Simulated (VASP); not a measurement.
# Ni (Pm-3m) in VASP: a series of runs

Runs on Ni. Level: LDA. Tasks: single point.

All numbers are computed with VASP 6.6.1; they aren't measurements. Logs are shortened: lines on timing, memory, paths and dates and some standing lists are left out, and cuts for length are marked.

## (1) The cell of the first run

It takes space group Pm-3m (No. 221, cubic). Conventional cell: a = 2.347 Å, b = 2.347 Å, c = 2.347 Å, α = 90.00°, β = 90.00°, γ = 90.00°. Within 3.1 Å of Ni (site symmetry m-3m) lie 6 Ni at 2.35 Å.

## (2) Single point, LDA, collinear spin, ferromagnetic start (volume scaled by 1.12)

Input file INCAR:

```
SYSTEM = Ni
  PREC = Accurate
  ENCUT = 520
  EDIFF = 1E-6
  ISMEAR = -1
  SIGMA = 0.05
  LREAL = .FALSE.
  LASPH = .TRUE.
  NELM = 150
  ALGO = Normal
  ISIF = 2
  LWAVE = .FALSE.
  LCHARG = .FALSE.
  ISPIN = 2
  MAGMOM = 0.463
  LORBIT = 11
  LMAXMIX = 4
  NBANDS = 15
```

Input file KPOINTS:

```
Automatic mesh
0
G
  23 23 23
  0 0 0
```

Input file POSCAR:

```
Ni
1.0
    2.3470123393      0.0000000000      0.0000000000
    0.0000000000      2.3470123393      0.0000000000
    0.0000000000      0.0000000000      2.3470123393
Ni
1
Direct
    0.0000000000      0.0000000000      0.0000000000
```

Potentials or basis: VASP PAW LDA potentials, release 64 (Ni).

Launch:

```bash
$ cat potpaw_LDA.64/Ni/POTCAR > POTCAR
$ mpirun -np 1 vasp_std > vasp.out
```

OUTCAR:

```text
SYSTEM = Ni
   PREC = Accurate
   ENCUT = 520
   EDIFF = 1E-6
   ISMEAR = -1
   LREAL = .FALSE.
   LASPH = .TRUE.
   NELM = 150
   ISIF = 2
   ISPIN = 2
   LORBIT = 11

 ion  position               nearest neighbor table
   1  0.000  0.000  0.000-

  LATTYP: Found a simple cubic cell.
 ALAT       =     2.3470123393

  Lattice vectors:

 A1 = (   2.3470123393,   0.0000000000,   0.0000000000)
 A2 = (   0.0000000000,   2.3470123393,   0.0000000000)
 A3 = (   0.0000000000,   0.0000000000,   2.3470123393)

Analysis of symmetry for initial positions (statically):
=====================================================================
 Subroutine PRICEL returns:
 Original cell was already a primitive cell.

 Routine SETGRP: Setting up the symmetry group for a
 simple cubic supercell.

 Subroutine GETGRP returns: Found 48 space group operations
 (whereof 48 operations were pure point group operations)
 out of a pool of 48 trial point group operations.

The static configuration has the point symmetry O_h .

Analysis of symmetry for dynamics (positions and initial velocities):
=====================================================================
 Subroutine PRICEL returns:
 Original cell was already a primitive cell.

 Routine SETGRP: Setting up the symmetry group for a
 simple cubic supercell.

 Subroutine GETGRP returns: Found 48 space group operations
 (whereof 48 operations were pure point group operations)
 out of a pool of 48 trial point group operations.

The dynamic configuration has the point symmetry O_h .

Analysis of structural, dynamic, and magnetic symmetry:
=====================================================================
 Subroutine PRICEL returns:
 Original cell was already a primitive cell.

 Routine SETGRP: Setting up the symmetry group for a
 simple cubic supercell.

 Subroutine GETGRP returns: Found 48 space group operations
 (whereof 48 operations were pure point group operations)
 out of a pool of 48 trial point group operations.

The overall configuration has the point symmetry O_h .

 Subroutine INISYM returns: Found 48 space group operations
 (whereof 48 operations are pure point group operations),
 and found     1 'primitive' translations

----------------------------------------------------------------------------------------

                                     Primitive cell

  volume of cell :      12.9284

  direct lattice vectors                    reciprocal lattice vectors
     2.347012339  0.000000000  0.000000000     0.426073601  0.000000000  0.000000000
     0.000000000  2.347012339  0.000000000     0.000000000  0.426073601  0.000000000
     0.000000000  0.000000000  2.347012339     0.000000000  0.000000000  0.426073601

  length of vectors
     2.347012339  2.347012339  2.347012339     0.426073601  0.426073601  0.426073601

  position of ions in fractional coordinates (direct lattice)
     0.000000000  0.000000000  0.000000000

  ion indices of the primitive-cell ions
   primitive index   ion index
                 1           1

----------------------------------------------------------------------------------------

 KPOINTS: Automatic mesh

Automatic generation of k-mesh.
 Grid dimensions read from file:
 generate k-points for:   23   23   23

 Generating k-lattice:

  Cartesian coordinates                     Fractional coordinates (reciprocal lattice)
     0.018524939  0.000000000  0.000000000     0.043478261  0.000000000  0.000000000
     0.000000000  0.018524939  0.000000000     0.000000000  0.043478261  0.000000000
     0.000000000  0.000000000  0.018524939     0.000000000  0.000000000  0.043478261

  Length of vectors
     0.018524939  0.018524939  0.018524939

  Shift w.r.t. Gamma in fractional coordinates (k-lattice)
     0.000000000  0.000000000  0.000000000

 Subroutine IBZKPT returns following result:
 ===========================================

 Found    364 irreducible k-points:

 Following reciprocal coordinates:
            Coordinates               Weight
  0.000000  0.000000  0.000000      1.000000
  0.043478  0.000000  0.000000      6.000000
  0.086957  0.000000  0.000000      6.000000
  0.130435  0.000000  0.000000      6.000000
  0.173913  0.000000  0.000000      6.000000
  0.217391  0.000000  0.000000      6.000000
[... 16 lines left out ...]
  0.478261  0.043478  0.000000     24.000000
  0.086957  0.086957  0.000000     12.000000
 [... further k-points ...]
   k-points           NKPTS =    364   k-points in BZ     NKDIM =    364   number of bands    NBANDS=     15
   number of dos      NEDOS =    301   number of ions     NIONS =      1
   total plane-waves  NPLWV =   5832
   dimension x,y,z NGX =    18 NGY =   18 NGZ =   18
   dimension x,y,z NGXF=    36 NGYF=   36 NGZF=   36
   ions per type =               1
   NGX,Y,Z   is equivalent  to a cutoff of  12.75, 12.75, 12.75 a.u.
   NGXF,Y,Z  is equivalent  to a cutoff of  25.50, 25.50, 25.50 a.u.
 SYSTEM =  Ni
   PREC   = accura    normal or accurate (medium, high low for compatibility)
   ISTART =      0    job   : 0-new  1-cont  2-samecut
   ICHARG =      2    charge: 1-file 2-atom 10-const
   ISPIN  =      2    spin polarized calculation?
   LNONCOLLINEAR =      F non collinear calculations
   LSORBIT =      F    spin-orbit coupling
   LASPH  =      T    aspherical Exc in radial PAW
   ENCUT  =  520.0 eV  38.22 Ry    6.18 a.u.   4.36  4.36  4.36*2*pi/ulx,y,z
   NELM   =    150;   NELMIN=  2; NELMDL= -5     # of ELM steps
   EDIFF  = 0.1E-05   stopping-criterion for ELM
   LREAL  =      F    real-space projection
   EDIFFG = 0.1E-04   stopping-criterion for IOM
   NSW    =      0    number of steps for IOM
   IBRION =     -1    ionic relax: 0-MD 1-quasi-New 2-CG
   NFREE  =      0    steps in history (QN), initial steepest desc. (CG)
   ISIF   =      2    stress and relaxation
   ISYM   =      2    0-nonsym 1-usesym 2-fastsym
   POTIM  = 0.5000    time-step for ionic-motion
   TEBEG  =    0.0;   TEEND  =   0.0 temperature during run
   PSTRESS=    0.0 pullay stress
   NELECT =      10.0000    total number of electrons
   NUPDOWN=      -1.0000    fix difference up-down
   EMIN   =  10.00;   EMAX   =-10.00  energy-range for DOS
   EFERMI =   0.00;   METHOD = LEGACY
   ISMEAR =    -1;   SIGMA  =   0.05  broadening in eV -4-tet -1-fermi 0-gaus
   EFERMI_NEDOS =   21; number of points for ismear=-14 and -15
   IALGO  =     38    algorithm
   IMIX   =      4    mixing-type and parameters
     AMIX     =   0.40;   BMIX     =  1.00
     AMIX_MAG =   1.60;   BMIX_MAG =  1.00
  volume/ion in A,a.u.               =      12.93        87.25
  Fermi-wavevector in a.u.,A,eV,Ry     =   1.502771  2.839825 30.726316  2.258321
  Thomas-Fermi vector in A             =   2.613968
   LORBIT       =     11    0 simple, 1 ext, 2 COOP (PROOUT), +10 PAW based schemes
   GGA     = CA    functional components
   LHFCALC =     F    Hartree Fock is set to
   AEXX    =    0.0000 exact exchange contribution
   IVDW    =     0    specifies the selected vdW correction
   LEPSILON=     F    determine dielectric tensor
   LRPA    =     F    only Hartree local field effects (RPA)
 spin polarized calculation
  energy-cutoff  :      520.00
  volume of cell :       12.93
 maximum number of plane-waves:       365
 NGX is ok and might be reduce to    18
   NGX =  9   NGY =  9   NGZ =  9

 number of electron      10.0000008 magnetization       0.5196468

 Free energy of the ion-electron system (eV)
  ---------------------------------------------------
  ext. energy  EPLUGINS =         0.00000000
  ---------------------------------------------------
  free energy    TOTEN  =        -5.74767524 eV

  energy without entropy =       -5.73020682  energy(sigma->0) =       -5.73894103

 E-fermi :   6.7912     XC(G=0): -12.5193

 val. band max:        6.7909662075   @ k =   0.1304   0.0870   0.0000
 cond. band min:       6.7916003076   @ k =   0.4348   0.0870   0.0435
 fundamental gap:      0.0006341001
 Fermi energy:         6.7912037014

 spin component 1

 k-point     1 :       0.0000    0.0000    0.0000
  band No.  band energies     occupation
      1      -1.0019      1.00000
      2       3.3226      1.00000
      3       3.3226      1.00000
      4       6.4944      0.99737
      5       6.4944      0.99737
      6       6.4944      0.99737
      7      25.8559      0.00000
      8      25.8559      0.00000
      9      25.8559      0.00000
     10      29.6783      0.00000
     11      29.6783      0.00000
     12      33.8522      0.00000
     13      47.7861      0.00000
     14      47.7861      0.00000
     15      47.7861      0.00000
[... 397 lines left out ...]
 k-point    24 :       0.0870    0.0870    0.0000
  band No.  band energies     occupation
      1      -0.5662      1.00000
      2       3.4131      1.00000
      3       3.4827      1.00000
      4       6.3353      0.99989
      5       6.4100      0.99951
      6       6.4355      0.99919
      7      23.3019      0.00000
      8      23.9249      0.00000
      9      26.4423      0.00000
     10      30.5305      0.00000
     11      32.7751      0.00000
     12      35.8760      0.00000
     13      43.8928      0.00000
     14      46.6237      0.00000
     15      46.7952      0.00000

 [... further k-points ...]

 spin component 2

 k-point     1 :       0.0000    0.0000    0.0000
  band No.  band energies     occupation
      1      -0.9418      1.00000
      2       3.7242      1.00000
      3       3.7242      1.00000
      4       7.0544      0.00515
      5       7.0544      0.00515
      6       7.0544      0.00515
      7      25.9417      0.00000
      8      25.9417      0.00000
      9      25.9417      0.00000
     10      29.8187      0.00000
     11      29.8187      0.00000
     12      33.9116      0.00000
     13      47.8479      0.00000
     14      47.8479      0.00000
     15      47.8479      0.00000
[... 397 lines left out ...]
 k-point    24 :       0.0870    0.0870    0.0000
  band No.  band energies     occupation
      1      -0.5056      1.00000
      2       3.8162      1.00000
      3       3.8848      1.00000
      4       6.8881      0.12586
      5       6.9661      0.02937
      6       6.9934      0.01723
      7      23.4185      0.00000
      8      24.0236      0.00000
      9      26.5334      0.00000
     10      30.6478      0.00000
     11      32.8848      0.00000
     12      35.9457      0.00000
     13      43.9730      0.00000
     14      46.6875      0.00000
     15      46.8695      0.00000

 [... further k-points ...]

------------------------ aborting loop because EDIFF is reached ----------------------------------------

  FORCE on cell =-STRESS in cart. coord.  units (eV):
  Direction    XX          YY          ZZ          XY          YZ          ZX
  --------------------------------------------------------------------------------------
  -------------------------------------------------------------------------------------
  Total       -1.2980973     -1.2980973     -1.2980973     -0.0000000      0.0000000      0.0000000
  in kB     -160.8687539   -160.8687539   -160.8687539     -0.0000000      0.0000000      0.0000000
  external PRESSURE =    -160.8687539 kB  Pullay stress =       0.0000000 kB

 VOLUME and BASIS-vectors are now :
 -----------------------------------------------------------------------------
  energy-cutoff  :      520.00
  volume of cell :       12.93
      direct lattice vectors                 reciprocal lattice vectors
     2.347012339  0.000000000  0.000000000     0.426073601  0.000000000  0.000000000
     0.000000000  2.347012339  0.000000000     0.000000000  0.426073601  0.000000000
     0.000000000  0.000000000  2.347012339     0.000000000  0.000000000  0.426073601

 POSITION                                       TOTAL-FORCE (eV/Angst)
 -----------------------------------------------------------------------------------
      0.00000      0.00000      0.00000         0.000000      0.000000      0.000000
 -----------------------------------------------------------------------------------
    total drift:                                0.000000      0.000000      0.000000

  FREE ENERGIE OF THE ION-ELECTRON SYSTEM (eV)
  ---------------------------------------------------
  free  energy   TOTEN  =        -5.7476752361 eV

  energy  without entropy=       -5.7302068237  energy(sigma->0) =       -5.73894103

 total charge

# of ion       s       p       d       tot
------------------------------------------
    1        0.503   0.369   8.352   9.224

 magnetization (x)

# of ion       s       p       d       tot
------------------------------------------
    1        0.000  -0.000   0.519   0.520
```

Run time: 94 s. Hardware: 1 thread of Intel Xeon Platinum 8259CL at 2.50GHz (Skylake/Cascade Lake), shared host; peak memory 0.2 GiB.

What came out:

```
Free energy                                           : -5.7477 eV
Pressure                                              : -16.1 GPa
Net moment                                            : 0.52 μB per cell
Site moments                                          : Ni +0.52 μB
Valence electrons inside the program's atomic spheres : Ni 9.22
```

[end of part 1 of 2]
